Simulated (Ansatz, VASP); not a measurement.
**Si: VASP beside Ansatz**

File INCAR:

```
PREC = Accurate
ENCUT = 520
EDIFF = 1E-6
ISMEAR = 0
SIGMA = 0.03
LREAL = F
LASPH = T
NELM = 80
ALGO = Normal
ISIF = 2
LWAVE = F
LCHARG = F
GGA = PE
NBANDS = 26
```

Contents of KPOINTS:

```
Automatic mesh
0
Gamma
  10 10 6
```

Contents of POSCAR:

```
Si
1.0
    6.8007983423     -1.8882939410     -0.0626340174
    6.8007983423      1.8882939410     -0.0626340174
   -0.7912051028      0.0000000000      6.6146764432
Si
8
Direct
    0.0556621665      0.0556621665      0.8741221558
    0.9443378335      0.9443378335      0.1258778442
    0.5592302857      0.5592302857      0.6536328742
    0.4407697143      0.4407697143      0.3463671258
    0.2128935591      0.2128935591      0.0570686657
    0.7871064409      0.7871064409      0.9429313343
    0.7270257696      0.7270257696      0.5855965457
    0.2729742304      0.2729742304      0.4144034543
```

Input for Ansatz:

```yaml
crystal:
  lattice:
    - [6.8007983423, -1.888293941, -0.0626340174]
    - [6.8007983423, 1.888293941, -0.0626340174]
    - [-0.7912051028, 0.0, 6.6146764432]
  atoms:
    - { symbol: Si, position: [0.0556621665, 0.0556621665, 0.8741221558] }
    - { symbol: Si, position: [0.9443378335, 0.9443378335, 0.1258778442] }
    - { symbol: Si, position: [0.5592302857, 0.5592302857, 0.6536328742] }
    - { symbol: Si, position: [0.4407697143, 0.4407697143, 0.3463671258] }
    - { symbol: Si, position: [0.2128935591, 0.2128935591, 0.0570686657] }
    - { symbol: Si, position: [0.7871064409, 0.7871064409, 0.9429313343] }
    - { symbol: Si, position: [0.7270257696, 0.7270257696, 0.5855965457] }
    - { symbol: Si, position: [0.2729742304, 0.2729742304, 0.4144034543] }
basis:
  ecutwfc: 420
kpoints:
  mp_grid: { grid: [10, 10, 6] }
hamiltonian:
  xc: pbe
  pseudopotentials: { kind: paw, azcp: { folder: soft_1 } }
scf:
  occupations: { method: gaussian, width: 0.03 }
output:
  forces: true
  stress: true
  eigenvalues: true
```

Change from the starting cell: mode 4 frozen in at +0.000 Å, strain +e along z and -e/2 along x and y +0.0467.

Alike in both runs: task single point; functional PBE; k mesh 10 × 10 × 6; occupations gaussian, width 0.03 eV; no spin polarisation.

```csv
,VASP,Ansatz
version,VASP 6.6.1,Ansatz 0.2.0
potentials or method,"VASP PAW PBE potentials, release 64 (Si), cutoff 520 eV","scalar-relativistic, plane waves, PAW"
valence electrons in the cell,32,32
```

Ansatz gave:

| Quantity | Value |
| --- | --- |
| gap on the k mesh at the Fermi level (eV) | 0.50 |
| least direct gap on the mesh (eV) | 0.85 |
| pressure (GPa) | 0.0 |
| traceless stress, the component that is largest in VASP (GPa) | -6.26 |
| rms of the force components (eV/Å) | 0.270 |

Estimate VASP's values.

gap on the k mesh at the Fermi level (eV): 0.51; least direct gap on the mesh (eV): 0.85; pressure (GPa): 0.0; traceless stress, the component that is largest in VASP (GPa): -6.27; rms of the force components (eV/Å): 0.269.

Atom by atom the forces differ by 0.002 eV/Å (rms over components).
